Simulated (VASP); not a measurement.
Runs of VASP 6.6.1 on Cs. The structure is that of space group Fd-3m (No. 227), or close to it. The cells are those of the table. This isn't the form of Cs at room conditions, which is bcc.

| task | cell | k mesh | cutoff (eV) | gap on the mesh (eV) | pressure (GPa) |
| --- | --- | --- | --- | --- | --- |
| relaxation of cell and atoms | relaxed from a = 7.499 Å, angles 60.0°, 2 atoms | 5 × 5 × 5 | 600 | - | 0.0 |
| single point | a = 8.025 Å, angles 60.0°, 2 atoms | 6 × 6 × 6 | 520 | none | 0.0 |
| single point | a = 7.607 Å, angles 60.0°, 2 atoms | 6 × 6 × 6 | 520 | none | 0.1 |
| single point | a = 7.822 Å, angles 60.0°, 2 atoms | 6 × 6 × 6 | 520 | none | 0.0 |
| single point | a = 7.716 Å, angles 60.0°, 2 atoms | 6 × 6 × 6 | 520 | none | 0.0 |
| single point | a = 7.925 Å, angles 60.0°, 2 atoms | 6 × 6 × 6 | 520 | none | 0.0 |
| single point | a = 7.822 Å, angles 60.0°, 2 atoms | 5 × 5 × 5 | 520 | - | 0.0 |
| single point | a = 8.123 Å, angles 60.0°, 2 atoms | 6 × 6 × 6 | 520 | none | (a) |

Alike in all rows: level PBEsol; potentials or basis VASP PAW PBE potentials, release 64 (Cs_sv); no spin polarisation; smearing fermi-dirac 0.1 eV.

Q: Estimate the missing entries.

A: (a) -0.1.

Caveats: the PAW data sets were made with another functional, which shifts forces and pressure a little; spin-orbit coupling is left out, which moves the levels of the heavy elements.

A k mesh can miss the band edges, and the runs leave out spin-orbit coupling on Cs.

A gap of «none» marks levels without a gap at the run's occupations.
